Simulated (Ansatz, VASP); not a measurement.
## Two plane-wave programs on W

```
W
1.0
    -1.51744    1.51744    1.55737
     1.51744   -1.51744    1.55737
     1.51744    1.51744   -1.55737
W
1
Direct
  0.00000 0.00000 0.00000
```

Change from the starting cell: strain -0.050 along x and y, -0.025 along z, atoms carried along.

Alike in both runs: task single point; functional PBE; k mesh 20 × 20 × 20; occupations fermi-dirac, width 0.4 eV; no spin polarisation.

|  | VASP | Ansatz |
| --- | --- | --- |
| version | VASP 6.6.1 | Ansatz 0.2.0 |
| potentials or method | VASP PAW PBE potentials, release 64 (W_sv), cutoff 520 eV | scalar-relativistic, plane waves, PAW |
| valence electrons in the cell | 14 | 14 |

```tsv
	VASP	Ansatz	Ansatz less VASP
gap on the k mesh at the Fermi level (eV)	none	none	-
pressure (GPa)	47.6	46.4	-1.18
traceless stress, the component that is largest in VASP (GPa)	-6.24	-6.24	+0.002
```

A gap of «none» marks a metal or a gap that the smearing closes. Both programs put the cell under a high pressure, so it lies far from rest at this level. With one functional, cell and mesh, what is left measures potentials, basis and numerics.

Neither program's run includes spin-orbit coupling.
